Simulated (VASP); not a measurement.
Ni, 1 atom in the cell. Symmetry: Fm-3m, No. 225, cubic system. Conventional cell: a = 3.536 Å, b = 3.536 Å, c = 3.536 Å, α = 90.00°, β = 90.00°, γ = 90.00°. Ni (site symmetry m-3m) has 12 Ni at 2.50 Å within 3.3 Å. 

| Quantity | Value |
| --- | --- |
| Program | VASP 6.6.1 |
| Task | single point |
| Functional | PBE |
| Potentials or basis | VASP PAW PBE potentials, release 64 (Ni) |
| Cutoff | 600 eV |
| k mesh | 8 × 8 × 8 |
| Occupations | gaussian, width 0.272114 eV |
| Spin | collinear spin, ferromagnetic start |
| Starting moments | [0.81] μB |
| Dipole correction | no |
| Further INCAR settings | ALGO = Normal; EDIFF = 1e-06; NBANDS = 15 |

Potentials or basis: VASP PAW PBE potentials, release 64 (Ni).

Launch:

```bash
$ cat potpaw_PBE.64/Ni/POTCAR > POTCAR
$ mpirun -np 1 vasp_std > vasp.out
```

Hardware: 1 thread of AMD EPYC 7R13 Processor (Zen 3) (shared host).

Q: Estimate the wall time of this run.

A: Run time: 11 s on 1 thread of AMD EPYC 7R13 Processor (Zen 3), on a shared host, peak memory 0.1 GiB. Counts: scf iterations 12, k points 29.
